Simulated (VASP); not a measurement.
# CdS (Hawleyite) (F-43m) in VASP: a series of runs, part 2 of 2

VASP 6.6.1. The steps go on from the part before.

## 3. Relaxation of cell and atoms, PBE

This run uses another cell than the first one, of 24.81 Å³/atom, 0.921 times its volume.

INCAR reads:

```
  PREC = Accurate
  ENCUT = 600
  EDIFF = 1E-6
  ISMEAR = -1
  SIGMA = 0.02
  LREAL = False
  LASPH = True
  NELM = 80
  ALGO = Normal
  ISIF = 3
  LWAVE = False
  LCHARG = False
  GGA = PE
  IBRION = 2
  NSW = 80
  EDIFFG = -0.01
```

KPOINTS reads:

```
regular mesh
0
Gamma
  8 8 8
```

POSCAR reads:

```
CdS
1.0
    0.0000000000      2.9165000000      2.9165000000
    2.9165000000      0.0000000000      2.9165000000
    2.9165000000      2.9165000000      0.0000000000
Cd S
1 1
Direct
    0.0000000000      0.0000000000      0.0000000000
    0.2500000000      0.2500000000      0.2500000000
```

Potentials or basis: VASP PAW PBE potentials, release 64 (Cd, S).

The run is started by

```sh
cat potpaw_PBE.64/Cd/POTCAR potpaw_PBE.64/S/POTCAR > POTCAR
mpirun -np 1 vasp_std > vasp.out
```

OUTCAR:

```text
PREC = Accurate
   ENCUT = 600
   EDIFF = 1E-6
   ISMEAR = -1
   LREAL = False
   LASPH = True
   NELM = 80
   ISIF = 3
   GGA = PE
   IBRION = 2
   NSW = 80
   EDIFFG = -0.01

 ion  position               nearest neighbor table
   1  0.000  0.000  0.000-   2 2.53   2 2.53   2 2.53   2 2.53
   2  0.250  0.250  0.250-   1 2.53   1 2.53   1 2.53   1 2.53

  LATTYP: Found a face centered cubic cell.
 ALAT       =     5.8330000000

  Lattice vectors:

 A1 = (   0.0000000000,   2.9165000000,   2.9165000000)
 A2 = (   2.9165000000,   0.0000000000,   2.9165000000)
 A3 = (   2.9165000000,   2.9165000000,   0.0000000000)

Analysis of symmetry for initial positions (statically):
=====================================================================
 Subroutine PRICEL returns:
 Original cell was already a primitive cell.

 Routine SETGRP: Setting up the symmetry group for a
 face centered cubic supercell.

 Subroutine GETGRP returns: Found 24 space group operations
 (whereof 24 operations were pure point group operations)
 out of a pool of 48 trial point group operations.

The static configuration has the point symmetry T_d .

Analysis of symmetry for dynamics (positions and initial velocities):
=====================================================================
 Subroutine PRICEL returns:
 Original cell was already a primitive cell.

 Routine SETGRP: Setting up the symmetry group for a
 face centered cubic supercell.

 Subroutine GETGRP returns: Found 24 space group operations
 (whereof 24 operations were pure point group operations)
 out of a pool of 48 trial point group operations.

The dynamic configuration has the point symmetry T_d .

 Subroutine INISYM returns: Found 24 space group operations
 (whereof 24 operations are pure point group operations),
 and found     1 'primitive' translations

----------------------------------------------------------------------------------------

                                     Primitive cell

  volume of cell :      49.6153

  direct lattice vectors                    reciprocal lattice vectors
     0.000000000  2.916500000  2.916500000    -0.171438368  0.171438368  0.171438368
     2.916500000  0.000000000  2.916500000     0.171438368 -0.171438368  0.171438368
     2.916500000  2.916500000  0.000000000     0.171438368  0.171438368 -0.171438368

  length of vectors
     4.124553855  4.124553855  4.124553855     0.296939964  0.296939964  0.296939964

  position of ions in fractional coordinates (direct lattice)
     0.000000000  0.000000000  0.000000000
     0.250000000  0.250000000  0.250000000

  ion indices of the primitive-cell ions
   primitive index   ion index
                 1           1
                 2           2

----------------------------------------------------------------------------------------

 KPOINTS: regular mesh

Automatic generation of k-mesh.
 Grid dimensions read from file:
 generate k-points for:    8    8    8

 Generating k-lattice:
[... 45 lines left out ...]
   number of dos      NEDOS =    301   number of ions     NIONS =      2
   total plane-waves  NPLWV =  46656
   dimension x,y,z NGX =    36 NGY =   36 NGZ =   36
   dimension x,y,z NGXF=    72 NGYF=   72 NGZF=   72
   ions per type =               1   1
   NGX,Y,Z   is equivalent  to a cutoff of  14.51, 14.51, 14.51 a.u.
   NGXF,Y,Z  is equivalent  to a cutoff of  29.02, 29.02, 29.02 a.u.
 SYSTEM =  unknown system
   PREC   = accura    normal or accurate (medium, high low for compatibility)
   ISTART =      0    job   : 0-new  1-cont  2-samecut
   ICHARG =      2    charge: 1-file 2-atom 10-const
   ISPIN  =      1    spin polarized calculation?
   LNONCOLLINEAR =      F non collinear calculations
   LSORBIT =      F    spin-orbit coupling
   LASPH  =      T    aspherical Exc in radial PAW
   ENCUT  =  600.0 eV  44.10 Ry    6.64 a.u.   8.24  8.24  8.24*2*pi/ulx,y,z
   NELM   =     80;   NELMIN=  2; NELMDL= -5     # of ELM steps
   EDIFF  = 0.1E-05   stopping-criterion for ELM
   LREAL  =      F    real-space projection
   EDIFFG = -.1E-01   stopping-criterion for IOM
   NSW    =     80    number of steps for IOM
   IBRION =      2    ionic relax: 0-MD 1-quasi-New 2-CG
   NFREE  =      1    steps in history (QN), initial steepest desc. (CG)
   ISIF   =      3    stress and relaxation
   ISYM   =      2    0-nonsym 1-usesym 2-fastsym
   POTIM  = 0.5000    time-step for ionic-motion
   TEBEG  =    0.0;   TEEND  =   0.0 temperature during run
   PSTRESS=    0.0 pullay stress
   NELECT =      18.0000    total number of electrons
   NUPDOWN=      -1.0000    fix difference up-down
   EMIN   =  10.00;   EMAX   =-10.00  energy-range for DOS
   EFERMI =   0.00;   METHOD = LEGACY
   ISMEAR =    -1;   SIGMA  =   0.02  broadening in eV -4-tet -1-fermi 0-gaus
   EFERMI_NEDOS =   21; number of points for ismear=-14 and -15
   IALGO  =     38    algorithm
   IMIX   =      4    mixing-type and parameters
     AMIX     =   0.40;   BMIX     =  1.00
     AMIX_MAG =   1.60;   BMIX_MAG =  1.00
  volume/ion in A,a.u.               =      24.81       167.41
  Fermi-wavevector in a.u.,A,eV,Ry     =   1.167599  2.206442 18.548649  1.363287
  Thomas-Fermi vector in A             =   2.304097
   LORBIT       =      0    0 simple, 1 ext, 2 COOP (PROOUT), +10 PAW based schemes
   GGA     = PE    functional components
   LHFCALC =     F    Hartree Fock is set to
   AEXX    =    0.0000 exact exchange contribution
   IVDW    =     0    specifies the selected vdW correction
   LEPSILON=     F    determine dielectric tensor
   LRPA    =     F    only Hartree local field effects (RPA)
 conjugate gradient relaxation of ions
 non-spin polarized calculation
  energy-cutoff  :      600.00
  volume of cell :       49.62
 maximum number of plane-waves:      1676
 NGX is ok and might be reduce to    36
   NGX = 17   NGY = 17   NGZ = 17

--------------------------------------- Ionic step        1  -------------------------------------------

 number of electron      17.9999999 magnetization

 Free energy of the ion-electron system (eV)
  ---------------------------------------------------
  ext. energy  EPLUGINS =         0.00000000
  ---------------------------------------------------
  free energy    TOTEN  =        -6.12115819 eV

  energy without entropy =       -6.12115819  energy(sigma->0) =       -6.12115819

------------------------ aborting loop because EDIFF is reached ----------------------------------------

  FORCE on cell =-STRESS in cart. coord.  units (eV):
  Direction    XX          YY          ZZ          XY          YZ          ZX
  --------------------------------------------------------------------------------------
  -------------------------------------------------------------------------------------
  Total        0.9840404      0.9840404      0.9840404      0.0000000      0.0000000     -0.0000000
  in kB       31.7766109     31.7766109     31.7766109      0.0000000      0.0000000     -0.0000000
  external PRESSURE =      31.7766109 kB  Pullay stress =       0.0000000 kB
[... 59 lines left out ...]
--------------------------------------- Ionic step        3  -------------------------------------------

 number of electron      17.9999999 magnetization

 Free energy of the ion-electron system (eV)
  ---------------------------------------------------
  ext. energy  EPLUGINS =         0.00000000
  ---------------------------------------------------
  free energy    TOTEN  =        -6.14644740 eV

  energy without entropy =       -6.14644740  energy(sigma->0) =       -6.14644740

 E-fermi :   1.3204     XC(G=0):  -8.9059

 val. band max:        0.8787282687   @ k =   0.0000   0.0000   0.0000
 cond. band min:       1.9118518869   @ k =   0.0000   0.0000   0.0000
 fundamental gap:      1.0331236181
 Fermi energy:         1.3204163296

 k-point     1 :       0.0000    0.0000    0.0000
  band No.  band energies     occupation
      1     -11.1827      2.00000
      2      -6.6753      2.00000
      3      -6.6753      2.00000
      4      -6.6753      2.00000
      5      -6.2640      2.00000
      6      -6.2640      2.00000
      7       0.8787      2.00000
      8       0.8787      2.00000
      9       0.8787      2.00000
     10       1.9119      0.00000
     11       7.4295      0.00000
     12       7.4295      0.00000
     13       7.4296      0.00000
[... 354 lines left out ...]
  band No.  band energies     occupation
      1     -10.7474      2.00000
      2      -6.5319      2.00000
      3      -6.5001      2.00000
      4      -6.2840      2.00000
      5      -6.2405      2.00000
      6      -5.8294      2.00000
      7      -2.9559      2.00000
      8      -0.8960      2.00000
      9      -0.2251      2.00000
     10       5.1052      0.00000
     11       6.7257      0.00000
     12       8.0001      0.00000
     13       9.1469      0.00000

 [... further k-points ...]
[... 5 lines left out ...]
  --------------------------------------------------------------------------------------
  -------------------------------------------------------------------------------------
  Total        0.0109054      0.0109054      0.0109054      0.0000000     -0.0000000      0.0000000
  in kB        0.3341328      0.3341328      0.3341328      0.0000000     -0.0000000      0.0000000
  external PRESSURE =       0.3341328 kB  Pullay stress =       0.0000000 kB
[... 17 lines left out ...]
  FREE ENERGIE OF THE ION-ELECTRON SYSTEM (eV)
  ---------------------------------------------------
  free  energy   TOTEN  =        -6.1464473962 eV

  energy  without entropy=       -6.1464473962  energy(sigma->0) =       -6.14644740

 reached required accuracy - stopping structural energy minimisation
```

OSZICAR:

```text
N       E                     dE             d eps       ncg     rms          rms(c)
DAV:   1     0.122046700423E+03    0.12205E+03   -0.98880E+03   762   0.142E+03
DAV:   2    -0.896400594803E+00   -0.12294E+03   -0.11728E+03   849   0.313E+02
DAV:   3    -0.662043192964E+01   -0.57240E+01   -0.57012E+01   909   0.697E+01
[... 26 lines left out ...]
DAV:   3    -0.614683798272E+01    0.48264E-02   -0.14583E-02   799   0.141E+00    0.493E-01
DAV:   4    -0.614646953404E+01    0.36845E-03   -0.74506E-04   769   0.326E-01    0.113E-01
DAV:   5    -0.614644086349E+01    0.28671E-04   -0.13927E-04   924   0.184E-01    0.403E-02
DAV:   6    -0.614644763904E+01   -0.67756E-05   -0.23958E-05   784   0.639E-02    0.155E-02
DAV:   7    -0.614644739617E+01    0.24287E-06   -0.18431E-06   781   0.101E-02
   3 F= -.61464474E+01 E0= -.61464474E+01  d E =-.252892E-01
```

Wall time 22 s (1 thread of Intel Xeon 6975P-C (Granite Rapids), shared host); peak memory 0.22 GiB.

Results:

```
Free energy                            : -6.1464 eV
Relaxed volume                         : 26.15 Å³/atom
Relaxed cell                           : a = 4.197 Å, b = 4.197 Å, c = 4.197 Å, α = 60.00°, β = 60.00°, γ = 60.00°
Space group after relaxing (to 0.05 Å) : F-43m (No. 216)
Energy gained by relaxing              : 12.6 meV/atom
Ionic steps                            : 3
Pressure after relaxing                : 0.0 GPa
Band gap on the k mesh                 : 1.03 eV, direct
```

Step by step:
```csv
step,energy change (eV),largest force (eV/Å),pressure (GPa),volume (Å³)
1,0.0000,0.0000,3.18,49.62
2,-0.0226,0.0000,-0.91,53.23
3,-0.0253,0.0000,0.03,52.29
```

Final structure:
```cif
data_structure
_symmetry_space_group_name_H-M 'P 1'
_symmetry_Int_Tables_number 1
_cell_length_a 4.1974
_cell_length_b 4.1974
_cell_length_c 4.1974
_cell_angle_alpha 60.000
_cell_angle_beta 60.000
_cell_angle_gamma 60.000
_cell_volume 52.29
loop_
_atom_site_label
_atom_site_type_symbol
_atom_site_fract_x
_atom_site_fract_y
_atom_site_fract_z
_atom_site_occupancy
Cd1 Cd 0.00000 0.00000 0.00000 1
S1 S 0.25000 0.25000 0.25000 1
```

Levels at points of the mesh, in eV from the valence-band top:
| k point | band 5 | band 6 | band 7 | band 8 | band 9 | band 10 | band 11 | band 12 | band 13 |
| --- | --- | --- | --- | --- | --- | --- | --- | --- | --- |
| (0.00, 0.00, 0.00) | -7.14 | -7.14 | 0.00 | 0.00 | 0.00 | 1.03 | 6.55 | 6.55 | 6.55 |
| (0.50, 0.00, 0.00) | -7.11 | -6.81 | -4.09 | -0.68 | -0.68 | 2.93 | 7.00 | 7.00 | 7.32 |
| (0.50, 0.50, 0.00) | -7.07 | -6.75 | -3.73 | -1.70 | -1.70 | 3.64 | 4.28 | 9.02 | 10.47 |

As with any semilocal functional, this PBE gap is likely too small. Zero-point motion and thermal expansion aren't in these numbers.

## 4. Relaxation of cell and atoms, PBEsol

This run uses another cell than the first one, of 24.81 Å³/atom, 0.921 times its volume.

INCAR: that of step 3 with these lines changed.

```diff
@@ -12,3 +12,3 @@
   LCHARG = False
-  GGA = PE
+  GGA = PS
   IBRION = 2
```

KPOINTS reads:

```
Automatic mesh
0
Gamma
  8 8 8
```

POSCAR is that of step 3.

The run is started by

```sh
cat potpaw_PBE.64/Cd/POTCAR potpaw_PBE.64/S/POTCAR > POTCAR
mpirun -np 1 vasp_std > vasp.out
```

Wall time 14 s (1 thread of Intel Xeon 6975P-C (Granite Rapids), shared host); peak memory 0.22 GiB.

It converged, with:

```
Free energy                            : -6.8137 eV
Relaxed volume                         : 24.86 Å³/atom
Relaxed cell                           : a = 4.127 Å, b = 4.127 Å, c = 4.127 Å, α = 60.00°, β = 60.00°, γ = 60.00°
Space group after relaxing (to 0.05 Å) : F-43m (No. 216)
Energy gained by relaxing              : 0.0 meV/atom
Ionic steps                            : 2
Pressure after relaxing                : 0.0 GPa
Band gap on the k mesh                 : 1.00 eV, direct
```

Final structure:
```yaml
crystal:
  lattice:
    - [0.00000, 2.91846, 2.91846]
    - [2.91846, 0.00000, 2.91846]
    - [2.91846, 2.91846, 0.00000]
  atoms:
    - { symbol: Cd, position: [0.00000, 0.00000, 0.00000] }
    - { symbol: S, position: [0.25000, 0.25000, 0.25000] }
```

Levels at points of the mesh, in eV from the valence-band top:
| k point | band 6 | band 7 | band 8 | band 9 | band 10 | band 11 | band 12 | band 13 |
| --- | --- | --- | --- | --- | --- | --- | --- | --- |
| (0.00, 0.00, 0.00) | -7.24 | 0.00 | 0.00 | 0.00 | 1.00 | 6.45 | 6.45 | 6.45 |
| (0.50, 0.00, 0.00) | -6.86 | -4.47 | -0.76 | -0.76 | 2.89 | 6.91 | 6.91 | 7.32 |
| (0.50, 0.50, 0.00) | -6.79 | -4.01 | -1.91 | -1.91 | 3.40 | 4.25 | 9.07 | 10.66 |

Caveat: the PAW data sets were made with another functional, which shifts forces and pressure a little. A hybrid or GW would open this gap; PBEsol tends to underestimate it.

## 5. Summary

```csv
task,level,cell,cutoff (eV),gap on the mesh (eV),pressure (GPa),relaxed volume (Å³/atom)
single point,r2SCAN,"a = 4.239 Å, angles 60.0°, 2 atoms",520,1.40,-2.9,-
relaxation of cell and atoms,PBE,"relaxed from a = 4.125 Å, angles 60.0°, 2 atoms",600,1.03,0.0,26.15
relaxation of cell and atoms,PBEsol,"relaxed from a = 4.125 Å, angles 60.0°, 2 atoms",600,1.00,0.0,24.86
```

Alike in all rows: potentials or basis VASP PAW PBE potentials, release 64 (Cd, S); no spin polarisation; k mesh 8 × 8 × 8; smearing fermi-dirac 0.02 eV.

Caveats: the PAW data sets were made with another functional, which shifts forces and pressure a little (some runs).

Total energies depend on the potentials used, so only differences within one code and one set of settings carry meaning.
